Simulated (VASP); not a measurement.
Wanted: the native input for a VASP 6.6.1 run.

```
Task                   : single point
Functional             : PBEsol
Potentials or basis    : VASP PAW PBE potentials, release 64 (Mo_sv, S)
Cutoff                 : 520 eV
k mesh                 : 12 × 12 × 4
Occupations            : methfessel-paxton, width 0.2 eV
Spin                   : no spin polarisation
Dipole correction      : no
Further INCAR settings : ALGO = Normal; EDIFF = 1e-06; NBANDS = 35
```

The structure of MoS2 lies in POSCAR:

```
MoS2
1.0
    3.2276663163      0.0000000000      0.0000000000
   -1.6138331582      2.7952410249      0.0000000000
    0.0000000000      0.0000000000     10.7655582315
Mo S
2 4
Direct
    0.3333333333      0.6666666667      0.2500000000
    0.6666666667      0.3333333333      0.7500000000
    0.3333333333      0.6666666667      0.6259932117
    0.6666666667      0.3333333333      0.1259932117
    0.3333333333      0.6666666667      0.8740067883
    0.6666666667      0.3333333333      0.3740067883
```

This cell differs from its parent crystal: volume 16.188 Å^3 an atom, c/a of the conventional cell 3.3354.

The input as run:

INCAR

```
SYSTEM = MoS2
PREC     = Accurate       ! precision mode
ENCUT    = 520            ! plane-wave cutoff, eV
EDIFF    = 1E-6           ! SCF threshold, eV
ISMEAR   = 1              ! smearing method
SIGMA    = 0.2            ! smearing width, eV
LREAL    = .False.        ! projectors in reciprocal space
LASPH    = .True.         ! aspherical terms in the spheres
NELM     = 100            ! most SCF steps
ALGO     = Normal         ! electronic algorithm
ISIF     = 2              ! what is computed and relaxed
LWAVE    = .False.        ! write WAVECAR
LCHARG   = .False.        ! write CHGCAR
GGA      = PS             ! functional
NBANDS   = 35             ! bands
```

KPOINTS

```
regular mesh
0
Gamma
  12 12 4
  0 0 0
```

Potentials or basis: VASP PAW PBE potentials, release 64 (Mo_sv, S).

The run is started by

```bash
$ cat potpaw_PBE.64/Mo_sv/POTCAR potpaw_PBE.64/S/POTCAR > POTCAR
$ mpirun -np 1 vasp_std > vasp.out
```

It gave:

```yaml
Pressure: 21.2 GPa
Largest_force: 4.108 eV/Å
Band_gap_on_the_k_mesh: zero (band 26 reaches 9.89 eV, above the bottom of band 27 at 8.71 eV)
```

Caveat: the PAW data sets were made with another functional, which shifts forces and pressure a little.

Run time: 120 s on 1 thread of Intel(R) Xeon(R) Platinum 8488C (Sapphire Rapids), with other jobs on the host, peak memory 0.29 GiB.
